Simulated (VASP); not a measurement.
# EuS3 (Fm-3m) in VASP: a series of runs, part 2 of 2

VASP 6.6.1.

### Step 3. Single point, PBE, collinear spin, ferromagnetic start

This run uses another cell than the first one, of 32.17 Å³/atom.

Contents of INCAR:

```
ALGO = Normal
EDIFF = 1E-7
ENCUT = 520
GGA = PE
ISIF = 2
ISMEAR = 0
ISPIN = 2
LASPH = T
LCHARG = F
LMAXMIX = 6
LORBIT = 11
LREAL = F
LWAVE = F
MAGMOM = 7 0 0 0
NBANDS = 30
NELM = 150
PREC = Accurate
SIGMA = 0.1
```

Contents of KPOINTS:

```
k-points
0
Gamma
  4 4 4
```

Contents of POSCAR:

```
EuS3
1.0
    0.0000000000      4.0072081000      4.0072081000
    4.0072081000      0.0000000000      4.0072081000
    4.0072081000      4.0072081000      0.0000000000
Eu S
1 3
Direct
    0.0000000000      0.0000000000      0.0000000000
    0.7500000000      0.7500000000      0.7500000000
    0.5000000000      0.5000000000      0.5000000000
    0.2500000000      0.2500000000      0.2500000000
```

Potentials or basis: VASP PAW PBE potentials, release 64 (Eu, S).

Launch:

```bash
> cat potpaw_PBE.64/Eu/POTCAR potpaw_PBE.64/S/POTCAR > POTCAR
> mpirun -np 1 vasp_std > vasp.out
```

OUTCAR:

```text
EDIFF = 1E-7
   ENCUT = 520
   GGA = PE
   ISIF = 2
   ISMEAR = 0
   ISPIN = 2
   LASPH = T
   LORBIT = 11
   LREAL = F
   NELM = 150
   PREC = Accurate

 ion  position               nearest neighbor table
   1  0.000  0.000  0.000-
   2  0.750  0.750  0.750-
   3  0.500  0.500  0.500-
   4  0.250  0.250  0.250-

  LATTYP: Found a face centered cubic cell.
 ALAT       =     8.0144162000

  Lattice vectors:

 A1 = (   0.0000000000,   4.0072081000,   4.0072081000)
 A2 = (   4.0072081000,   0.0000000000,   4.0072081000)
 A3 = (   4.0072081000,   4.0072081000,   0.0000000000)

Analysis of symmetry for initial positions (statically):
=====================================================================
 Subroutine PRICEL returns:
 Original cell was already a primitive cell.

 Routine SETGRP: Setting up the symmetry group for a
 face centered cubic supercell.

 Subroutine GETGRP returns: Found 48 space group operations
 (whereof 48 operations were pure point group operations)
 out of a pool of 48 trial point group operations.

The static configuration has the point symmetry O_h .

Analysis of symmetry for dynamics (positions and initial velocities):
=====================================================================
 Subroutine PRICEL returns:
 Original cell was already a primitive cell.

 Routine SETGRP: Setting up the symmetry group for a
 face centered cubic supercell.

 Subroutine GETGRP returns: Found 48 space group operations
 (whereof 48 operations were pure point group operations)
 out of a pool of 48 trial point group operations.

The dynamic configuration has the point symmetry O_h .

Analysis of structural, dynamic, and magnetic symmetry:
=====================================================================
 Subroutine PRICEL returns:
 Original cell was already a primitive cell.

 Routine SETGRP: Setting up the symmetry group for a
 face centered cubic supercell.

 Subroutine GETGRP returns: Found 48 space group operations
 (whereof 48 operations were pure point group operations)
 out of a pool of 48 trial point group operations.

The overall configuration has the point symmetry O_h .

 Subroutine INISYM returns: Found 48 space group operations
 (whereof 48 operations are pure point group operations),
 and found     1 'primitive' translations

----------------------------------------------------------------------------------------

                                     Primitive cell

  volume of cell :     128.6932

  direct lattice vectors                    reciprocal lattice vectors
     0.000000000  4.007208100  4.007208100    -0.124775152  0.124775152  0.124775152
     4.007208100  0.000000000  4.007208100     0.124775152 -0.124775152  0.124775152
     4.007208100  4.007208100  0.000000000     0.124775152  0.124775152 -0.124775152

  length of vectors
     5.667048042  5.667048042  5.667048042     0.216116903  0.216116903  0.216116903

  position of ions in fractional coordinates (direct lattice)
     0.000000000  0.000000000  0.000000000
[... 61 lines left out ...]
   LSORBIT =      F    spin-orbit coupling
   LASPH  =      T    aspherical Exc in radial PAW
   ENCUT  =  520.0 eV  38.22 Ry    6.18 a.u.  10.54 10.54 10.54*2*pi/ulx,y,z
   NELM   =    150;   NELMIN=  2; NELMDL= -5     # of ELM steps
   EDIFF  = 0.1E-06   stopping-criterion for ELM
   LREAL  =      F    real-space projection
   EDIFFG = 0.1E-05   stopping-criterion for IOM
   NSW    =      0    number of steps for IOM
   IBRION =     -1    ionic relax: 0-MD 1-quasi-New 2-CG
   NFREE  =      0    steps in history (QN), initial steepest desc. (CG)
   ISIF   =      2    stress and relaxation
   ISYM   =      2    0-nonsym 1-usesym 2-fastsym
   POTIM  = 0.5000    time-step for ionic-motion
   TEBEG  =    0.0;   TEEND  =   0.0 temperature during run
   PSTRESS=    0.0 pullay stress
   NELECT =      35.0000    total number of electrons
   NUPDOWN=      -1.0000    fix difference up-down
   EMIN   =  10.00;   EMAX   =-10.00  energy-range for DOS
   EFERMI =   0.00;   METHOD = LEGACY
   ISMEAR =     0;   SIGMA  =   0.10  broadening in eV -4-tet -1-fermi 0-gaus
   EFERMI_NEDOS =   21; number of points for ismear=-14 and -15
   IALGO  =     38    algorithm
   IMIX   =      4    mixing-type and parameters
     AMIX     =   0.40;   BMIX     =  1.00
     AMIX_MAG =   1.60;   BMIX_MAG =  1.00
  volume/ion in A,a.u.               =      32.17       217.12
  Fermi-wavevector in a.u.,A,eV,Ry     =   1.060667  2.004370 15.306744  1.125014
  Thomas-Fermi vector in A             =   2.196056
   LORBIT       =     11    0 simple, 1 ext, 2 COOP (PROOUT), +10 PAW based schemes
   GGA     = PE    functional components
   LHFCALC =     F    Hartree Fock is set to
   AEXX    =    0.0000 exact exchange contribution
   IVDW    =     0    specifies the selected vdW correction
   LEPSILON=     F    determine dielectric tensor
   LRPA    =     F    only Hartree local field effects (RPA)
 spin polarized calculation
 Gauss-broadening in eV      SIGMA  =   0.10
  energy-cutoff  :      520.00
  volume of cell :      128.69
 maximum number of plane-waves:      3490
   NGX = 21   NGY = 21   NGZ = 21

 number of electron      34.9999998 magnetization       9.4765244

 Free energy of the ion-electron system (eV)
  ---------------------------------------------------
  ext. energy  EPLUGINS =         0.00000000
  ---------------------------------------------------
  free energy    TOTEN  =       -23.17673082 eV

  energy without entropy =      -23.14682211  energy(sigma->0) =      -23.16177647

 E-fermi :   0.7992     XC(G=0):  -8.4026

 val. band max:        0.7985214099   @ k =   0.0000   0.0000   0.0000
 cond. band min:       0.8054077141   @ k =   0.5000   0.5000   0.0000
 fundamental gap:      0.0068863042
 Fermi energy:         0.7991682464

 spin component 1

 k-point     1 :       0.0000    0.0000    0.0000
  band No.  band energies     occupation
      1     -40.6155      1.00000
      2     -19.2175      1.00000
      3     -19.2175      1.00000
      4     -19.2175      1.00000
      5     -11.3968      1.00000
      6      -9.9469      1.00000
[... 245 lines left out ...]
     28       5.1660      0.00000
     29       5.8057      0.00000
 Fermi energy:         0.7991682464

 spin component 2

 k-point     1 :       0.0000    0.0000    0.0000
  band No.  band energies     occupation
      1     -37.5511      1.00000
      2     -16.9963      1.00000
      3     -16.9963      1.00000
      4     -16.9963      1.00000
      5     -10.3859      1.00000
      6      -9.2963      1.00000
[... 245 lines left out ...]
     28       6.0983      0.00000
     29       6.5960      0.00000
 [bands above 29 left out]

------------------------ aborting loop because EDIFF is reached ----------------------------------------

  FORCE on cell =-STRESS in cart. coord.  units (eV):
  Direction    XX          YY          ZZ          XY          YZ          ZX
  --------------------------------------------------------------------------------------
  -------------------------------------------------------------------------------------
  Total       -7.5336632     -7.5336632     -7.5336632     -0.0000000      0.0000000     -0.0000000
  in kB      -93.7909853    -93.7909853    -93.7909853     -0.0000000      0.0000000     -0.0000000
  external PRESSURE =     -93.7909853 kB  Pullay stress =       0.0000000 kB

 VOLUME and BASIS-vectors are now :
 -----------------------------------------------------------------------------
  energy-cutoff  :      520.00
  volume of cell :      128.69
      direct lattice vectors                 reciprocal lattice vectors
     0.000000000  4.007208100  4.007208100    -0.124775152  0.124775152  0.124775152
     4.007208100  0.000000000  4.007208100     0.124775152 -0.124775152  0.124775152
     4.007208100  4.007208100  0.000000000     0.124775152  0.124775152 -0.124775152

 POSITION                                       TOTAL-FORCE (eV/Angst)
 -----------------------------------------------------------------------------------
      0.00000      0.00000      0.00000         0.000000     -0.000000      0.000000
      6.01081      6.01081      6.01081        -0.000000     -0.000000      0.000000
      4.00721      4.00721      4.00721         0.000000     -0.000000      0.000000
      2.00360      2.00360      2.00360        -0.000000      0.000000     -0.000000
 -----------------------------------------------------------------------------------
    total drift:                               -0.000000     -0.000000      0.000000

  FREE ENERGIE OF THE ION-ELECTRON SYSTEM (eV)
  ---------------------------------------------------
  free  energy   TOTEN  =       -23.1767308242 eV

  energy  without entropy=      -23.1468221146  energy(sigma->0) =      -23.16177647

 total charge

# of ion       s       p       d       f       tot
--------------------------------------------------
    1        2.016   5.729   0.154   6.599  14.498
    2        1.372   2.190   0.000   0.000   3.562
    3        1.407   2.070   0.000   0.000   3.478
    4        1.372   2.190   0.000   0.000   3.562
--------------------------------------------------
tot          6.166  12.180   0.154   6.599  25.099

 magnetization (x)

# of ion       s       p       d       f       tot
--------------------------------------------------
    1       -0.016  -0.116   0.046   6.586   6.499
    2        0.011   0.354   0.000   0.000   0.365
    3        0.024   0.903   0.000   0.000   0.926
    4        0.011   0.354   0.000   0.000   0.365
--------------------------------------------------
tot          0.029   1.495   0.046   6.586   8.156
```

Wall time 5.8 min (1 thread of Intel Xeon 8259CL, shared host); peak memory 0.34 GiB.

What came out:

```
Free energy                                           : -23.1767 eV
Pressure                                              : -9.4 GPa
Net moment                                            : 9.48 μB per cell
Site moments                                          : Eu +6.50; S +0.36, +0.93 (each value once) μB
Valence electrons inside the program's atomic spheres : Eu 14.50; S 3.56, 3.48 (each value once)
```

Caveat: the cell stands under tension; spin-orbit coupling is left out, which moves the levels of the heavy elements; a cell with one magnetic atom can't hold antiferromagnetic order, which such compounds often take; semilocal functionals describe open f shells poorly, which spoils levels, moments and volumes.

### Step 4. Single point, PBE, collinear spin, ferromagnetic start

Contents of INCAR:

```
PREC = Accurate
ENCUT = 520
EDIFF = 1E-7
ISMEAR = 0
SIGMA = 0.1
LREAL = False
LASPH = True
NELM = 150
ALGO = Normal
ISIF = 2
LWAVE = False
LCHARG = False
ISPIN = 2
MAGMOM = 7.18 0.38 0.38 0.38
LORBIT = 11
LMAXMIX = 6
GGA = PE
NBANDS = 30
```

Contents of KPOINTS:

```
Automatic mesh
0
Gamma
  12 12 12
```

Contents of POSCAR:

```
EuS3
1.0
    0.0000000000      3.4389176630      3.4389176630
    3.4389176630      0.0000000000      3.4389176630
    3.4389176630      3.4389176630      0.0000000000
Eu S
1 3
Direct
    0.0000000000      0.0000000000      0.0000000000
    0.7500000000      0.7500000000      0.7500000000
    0.5000000000      0.5000000000      0.5000000000
    0.2500000000      0.2500000000      0.2500000000
```

Potentials or basis: VASP PAW PBE potentials, release 64 (Eu, S).

Launch:

```bash
> cat potpaw_PBE.64/Eu/POTCAR potpaw_PBE.64/S/POTCAR > POTCAR
> mpirun -np 1 vasp_std > vasp.out
```

OUTCAR:

```text
PREC = Accurate
   ENCUT = 520
   EDIFF = 1E-7
   ISMEAR = 0
   LREAL = False
   LASPH = True
   NELM = 150
   ISIF = 2
   ISPIN = 2
   LORBIT = 11
   GGA = PE

 ion  position               nearest neighbor table
   1  0.000  0.000  0.000-   2 2.98   2 2.98   2 2.98   2 2.98   4 2.98   4 2.98   4 2.98   4 2.98

   2  0.750  0.750  0.750-   1 2.98   1 2.98   1 2.98   1 2.98
   3  0.500  0.500  0.500-
   4  0.250  0.250  0.250-   1 2.98   1 2.98   1 2.98   1 2.98

  LATTYP: Found a face centered cubic cell.
 ALAT       =     6.8778353260

  Lattice vectors:

 A1 = (   0.0000000000,   3.4389176630,   3.4389176630)
 A2 = (   3.4389176630,   0.0000000000,   3.4389176630)
 A3 = (   3.4389176630,   3.4389176630,   0.0000000000)

Analysis of symmetry for initial positions (statically):
=====================================================================
 Subroutine PRICEL returns:
 Original cell was already a primitive cell.

 Routine SETGRP: Setting up the symmetry group for a
 face centered cubic supercell.

 Subroutine GETGRP returns: Found 48 space group operations
 (whereof 48 operations were pure point group operations)
 out of a pool of 48 trial point group operations.

The static configuration has the point symmetry O_h .

Analysis of symmetry for dynamics (positions and initial velocities):
=====================================================================
 Subroutine PRICEL returns:
 Original cell was already a primitive cell.

 Routine SETGRP: Setting up the symmetry group for a
 face centered cubic supercell.

 Subroutine GETGRP returns: Found 48 space group operations
 (whereof 48 operations were pure point group operations)
 out of a pool of 48 trial point group operations.

The dynamic configuration has the point symmetry O_h .

Analysis of structural, dynamic, and magnetic symmetry:
[... 165 lines left out ...]
 val. band max:        4.7946900590   @ k =   0.4167   0.0833   0.0000
 cond. band min:       4.7970614563   @ k =  -0.0833   0.0833   0.0000
 fundamental gap:      0.0023713973
 Fermi energy:         4.7956839025

 spin component 1

 k-point     1 :       0.0000    0.0000    0.0000
  band No.  band energies     occupation
      1     -36.2849      1.00000
      2     -14.9081      1.00000
      3     -14.9081      1.00000
      4     -14.9081      1.00000
      5      -9.5459      1.00000
      6      -6.3982      1.00000
[... 757 lines left out ...]
     28      10.5911      0.00000
     29      11.2972      0.00000

 [... further k-points ...]

 spin component 2

 k-point     1 :       0.0000    0.0000    0.0000
  band No.  band energies     occupation
      1     -33.3008      1.00000
      2     -12.7593      1.00000
      3     -12.7593      1.00000
      4     -12.7593      1.00000
      5      -9.0663      1.00000
      6      -6.1496      1.00000
[... 757 lines left out ...]
     28      11.4123      0.00000
     29      11.9919      0.00000

 [... further k-points ...]

 [bands above 29 left out]

------------------------ aborting loop because EDIFF is reached ----------------------------------------

  FORCE on cell =-STRESS in cart. coord.  units (eV):
  Direction    XX          YY          ZZ          XY          YZ          ZX
  --------------------------------------------------------------------------------------
  -------------------------------------------------------------------------------------
  Total       -0.0471174     -0.0471174     -0.0471174     -0.0000000      0.0000000      0.0000000
  in kB       -0.9281046     -0.9281046     -0.9281046     -0.0000000      0.0000000      0.0000000
  external PRESSURE =      -0.9281046 kB  Pullay stress =       0.0000000 kB

 VOLUME and BASIS-vectors are now :
 -----------------------------------------------------------------------------
  energy-cutoff  :      520.00
  volume of cell :       81.34
      direct lattice vectors                 reciprocal lattice vectors
     0.000000000  3.438917663  3.438917663    -0.145394583  0.145394583  0.145394583
     3.438917663  0.000000000  3.438917663     0.145394583 -0.145394583  0.145394583
     3.438917663  3.438917663  0.000000000     0.145394583  0.145394583 -0.145394583

 POSITION                                       TOTAL-FORCE (eV/Angst)
 -----------------------------------------------------------------------------------
      0.00000      0.00000      0.00000        -0.000000     -0.000000     -0.000000
      5.15838      5.15838      5.15838         0.000000      0.000000      0.000000
      3.43892      3.43892      3.43892        -0.000000     -0.000000     -0.000000
      1.71946      1.71946      1.71946        -0.000000      0.000000      0.000000
 -----------------------------------------------------------------------------------
    total drift:                               -0.000000      0.000000      0.000000

  FREE ENERGIE OF THE ION-ELECTRON SYSTEM (eV)
  ---------------------------------------------------
  free  energy   TOTEN  =       -25.3319901639 eV

  energy  without entropy=      -25.3013172053  energy(sigma->0) =      -25.31665368

 total charge

# of ion       s       p       d       f       tot
--------------------------------------------------
    1        2.034   5.730   0.378   6.454  14.596
    2        1.376   2.272   0.000   0.000   3.648
    3        1.423   2.077   0.000   0.000   3.501
    4        1.376   2.272   0.000   0.000   3.648
--------------------------------------------------
tot          6.210  12.351   0.378   6.454  25.393

 magnetization (x)

# of ion       s       p       d       f       tot
--------------------------------------------------
    1       -0.008  -0.100   0.100   6.394   6.386
    2        0.005   0.146   0.000   0.000   0.151
    3        0.014   0.526   0.000   0.000   0.540
    4        0.005   0.146   0.000   0.000   0.151
--------------------------------------------------
tot          0.017   0.718   0.100   6.394   7.229
```

OSZICAR:

```text
N       E                     dE             d eps       ncg     rms          rms(c)
DAV:   1     0.226980880046E+03    0.22698E+03   -0.13622E+04 12908   0.439E+03
DAV:   2     0.976639306841E+01   -0.21721E+03   -0.19129E+03 13622   0.536E+02
DAV:   3    -0.204502833559E+02   -0.30217E+02   -0.29390E+02 13418   0.115E+02
DAV:   4    -0.227957621582E+02   -0.23455E+01   -0.22748E+01 16716   0.242E+01
[... 21 lines left out ...]
DAV:  26    -0.253319927479E+02    0.73811E-05   -0.69241E-05 12718   0.149E-01    0.419E-02
DAV:  27    -0.253319894969E+02    0.32510E-05   -0.29433E-05 15546   0.103E-01    0.147E-02
DAV:  28    -0.253319904676E+02   -0.97073E-06   -0.48119E-06 16088   0.169E-02    0.181E-02
DAV:  29    -0.253319901331E+02    0.33452E-06   -0.14170E-06  9962   0.234E-02    0.109E-02
DAV:  30    -0.253319901639E+02   -0.30777E-07   -0.97270E-08  6062   0.702E-03
   1 F= -.25331990E+02 E0= -.25316654E+02  d E =-.306730E-01  mag=     8.0394
```

stdout:

```text
POSCAR found type information on POSCAR EuS
 POSCAR found :  2 types and       4 ions
 scaLAPACK will be used
 LDA part: xc-table for (Slater+PW92), standard interpolation
 POSCAR, INCAR and KPOINTS ok, starting setup
 FFT: planning ... GRIDC
 FFT: planning ... GRID_SOFT
 FFT: planning ... GRID
 WAVECAR not read
 entering main loop
```

Run time: 33 min. Hardware: 1 thread of Intel Xeon 8259CL, shared host; peak memory 0.44 GiB.

Results:

- Free energy: -25.3320 eV
- Pressure: -0.1 GPa
- Net moment: 8.04 μB per cell
- Site moments: Eu +6.39; S +0.15, +0.54 (each value once) μB
- Valence electrons inside the program's atomic spheres: Eu 14.60; S 3.65, 3.50 (each value once)

Caveat: spin-orbit coupling is left out, which moves the levels of the heavy elements; a cell with one magnetic atom can't hold antiferromagnetic order, which such compounds often take; semilocal functionals describe open f shells poorly, which spoils levels, moments and volumes. With open d or f shells a metallic result of PBE can be an artefact of self-interaction; +U or a hybrid may open a gap.

### Step 5. Summary

```tsv
cell	k mesh	gap on the mesh (eV)	pressure (GPa)	moment (μB)
a = 4.863 Å, angles 60.0°, 4 atoms	4 × 4 × 4	none	-0.4	7.95
a = 5.667 Å, angles 60.0°, 4 atoms	4 × 4 × 4	none	-9.4	9.48
a = 4.863 Å, angles 60.0°, 4 atoms	12 × 12 × 12	none	-0.1	8.04
```

Alike in all rows: task single point; level PBE; potentials or basis VASP PAW PBE potentials, release 64 (Eu, S); spin collinear, ferromagnetic start; cutoff (eV) 520; smearing gaussian 0.1 eV.

Caveats: some runs use coarse meshes; spin-orbit coupling is left out, which moves the levels of the heavy elements; a cell with one magnetic atom can't hold antiferromagnetic order, which such compounds often take; semilocal functionals describe open f shells poorly, which spoils levels, moments and volumes; the cell stands under tension (at least some runs).

Absolute energies hang on the potentials; compare differences alone.

The gap in the log of VASP goes by the Fermi energy; the results here count the filled bands.